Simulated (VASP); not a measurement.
Input of a VASP 6.6.1 run:

Contents of INCAR:

```
PREC = Accurate
ENCUT = 520
EDIFF = 1E-6
ISMEAR = -1
SIGMA = 0.1
LREAL = False
LASPH = True
NELM = 60
ALGO = Normal
ISIF = 2
LWAVE = False
LCHARG = False
GGA = B5
ALDAX = 1.0
AGGAX = 1.0
AGGAC = 1.0
ALDAC = 0.0
NBANDS = 34
```

The input KPOINTS:

```
Automatic mesh
0
Gamma
  13 13 4
```

POSCAR

```
Tl
1.0
    3.7235149599      0.0000000000      0.0000000000
   -1.8617574800      3.2246585467      0.0000000000
    0.0000000000      0.0000000000     11.7824829259
Tl
4
Direct
    0.0000000000      0.0000000000      0.0000000000
    0.0000000000      0.0000000000      0.5000000000
    0.3333333333      0.6666666667      0.2500000000
    0.6666666667      0.3333333333      0.7500000000
```

Potentials or basis: VASP PAW PBE potentials, release 64 (Tl_d).

Command:

```console
$ cat potpaw_PBE.64/Tl_d/POTCAR > POTCAR
$ mpirun -np 1 vasp_std > vasp.out
```

(1) What does it give for the band gap on the k mesh?

(2) Predict the pressure.

Answers

(1) zero (bands 26 and 27 overlap by 3.42 eV).

(2) 0.1 GPa.

Caveat: the PAW data sets were made with another functional, which shifts forces and pressure a little; spin-orbit coupling is left out, which moves the levels of the heavy elements.
